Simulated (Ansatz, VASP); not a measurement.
## HfC in VASP and in Ansatz

```
Hf C
1.0
     0.00000   -2.28635   -2.28635
    -2.28635    0.00000   -2.28635
     2.28635    2.28635   -4.57271
Hf C
2 2
Cartesian
  0.0000 0.0000 -6.8591
  0.0000 0.0000 -2.2864
  0.0000 0.0000 -4.5727
  -2.2864 0.0000 -2.2864
```

Alike in both runs: task single point; functional LDA; k mesh 12 × 12 × 12; occupations gaussian, width 0.15 eV; no spin polarisation.

```csv
,VASP,Ansatz
version,VASP 6.6.1,Ansatz 0.2.0
potentials or method,"VASP PAW LDA potentials, release 64 (Hf_pv, C), cutoff 600 eV","scalar-relativistic, plane waves, PAW"
valence electrons in the cell,28,60
```

Ansatz gave:

- gap on the k mesh at the Fermi level (eV): none
- pressure (GPa): 0.0

Problem. Estimate VASP's values.

Solution. gap on the k mesh at the Fermi level (eV): none; pressure (GPa): 0.6.

LDA's correlation is that of Perdew and Zunger in VASP and of Perdew and Wang (1992) in Ansatz. A gap of «none» marks a metal or a gap that the smearing closes. VASP's potentials hold 28 valence electrons a cell and Ansatz's 60, so a difference there can come from the potentials and not from the codes.

Neither program's run includes spin-orbit coupling.
